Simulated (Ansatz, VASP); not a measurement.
# W6C: VASP beside Ansatz

```
W C
1.0
    -3.17910    3.17910    3.17910
     3.17910   -3.17910    3.17910
     3.17910    3.17910   -3.17910
W C
6 1
Cartesian
  0.0000 0.0000 4.3751
  0.0000 0.0000 1.9831
  1.9831 0.0000 0.0000
  4.3751 0.0000 0.0000
  0.0000 4.3751 0.0000
  0.0000 1.9831 0.0000
  0.0000 0.0000 0.0000
```

Change from the starting cell: species swapped into the SF6 type (Im-3m, No. 229).

Alike in both runs: functional PBE; k mesh 8 × 8 × 8; occupations gaussian, width 0.1 eV; no spin polarisation.

Ansatz relaxed the structure, and its values are those at the end. VASP's run is a single point on that final structure, the one shown.

|  | VASP | Ansatz |
| --- | --- | --- |
| version | VASP 6.6.1 | Ansatz 0.2.0 |
| potentials or method | VASP PAW PBE potentials, release 64 (W_sv, C_h), cutoff 910 eV | scalar-relativistic, plane waves, PAW |
| valence electrons in the cell | 88 | 88 |

|  | VASP | Ansatz | Ansatz less VASP |
| --- | --- | --- | --- |
| gap on the k mesh at the Fermi level (eV) | none | none | - |
| rms of the force components (eV/Å) | 0.032 | 0.000 | -0.0321 |

A gap of «none» marks a metal or a gap that the smearing closes.

Spin-orbit coupling is off throughout. Noted on VASP's run: the cutoff is short for stress, so the pressure is rough.
